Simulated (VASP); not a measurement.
Here is a VASP 6.6.1 calculation.

The input POSCAR:

```
TaF3
1.0
    4.0894673138      0.0000000000      0.0000000000
    0.0000000000      4.0894673138      0.0000000000
    0.0000000000      0.0000000000      4.0894673138
Ta F
1 3
Direct
    0.0000000000      0.0000000000      0.0000000000
    0.5000000000      0.0000000000      0.0000000000
    0.0000000000      0.5000000000      0.0000000000
    0.0000000000      0.0000000000      0.5000000000
```

The input INCAR.step1:

```
PREC     = Accurate       # precision mode
ENCUT    = 520            # plane-wave cutoff, eV
ISMEAR   = 1              # smearing method
SIGMA    = 0.025          # smearing width, eV
LREAL    = False          # projectors in reciprocal space
LASPH    = True           # aspherical terms in the spheres
NELM     = 60             # most SCF steps
NBANDS   = 24             # bands
GGA      = PE             # functional
ALGO     = Normal         # electronic algorithm
EDIFF    = 1E-4           # SCF threshold, eV
LWAVE    = True           # write WAVECAR
LCHARG   = False          # write CHGCAR
```

File INCAR.step2:

```
PREC     = Accurate       # precision mode
ENCUT    = 520            # plane-wave cutoff, eV
EDIFF    = 1E-6           # SCF threshold, eV
ISMEAR   = 1              # smearing method
SIGMA    = 0.025          # smearing width, eV
LREAL    = False          # projectors in reciprocal space
LASPH    = True           # aspherical terms in the spheres
NELM     = 60             # most SCF steps
ALGO     = Normal         # electronic algorithm
ISIF     = 2              # what is computed and relaxed
LWAVE    = False          # write WAVECAR
LCHARG   = False          # write CHGCAR
METAGGA  = R2SCAN         # meta-GGA
LMIXTAU  = True         
NBANDS   = 24             # bands
ISTART   = 1
```

The input KPOINTS:

```
regular mesh
0
Gamma
  5 5 5
```

Potentials or basis: VASP PAW PBE potentials, release 64 (Ta_pv, F).

Command:

```console
$ cat potpaw_PBE.64/Ta_pv/POTCAR potpaw_PBE.64/F/POTCAR > POTCAR
$ cp INCAR.step1 INCAR
$ mpirun -np 1 vasp_std > vasp.out
$ cp INCAR.step2 INCAR
$ mpirun -np 1 vasp_std > vasp.out
```

Task: What does it give for the band gap on the k mesh?

Result: Zero (band 16 reaches 4.61 eV, above the bottom of band 17 at 2.55 eV).

Task: What does it give for the pressure?

Result: 0.4 GPa.

Caveat: the PAW data sets were made with another functional, which shifts forces and pressure a little; spin-orbit coupling is left out, which moves the levels of the heavy elements.
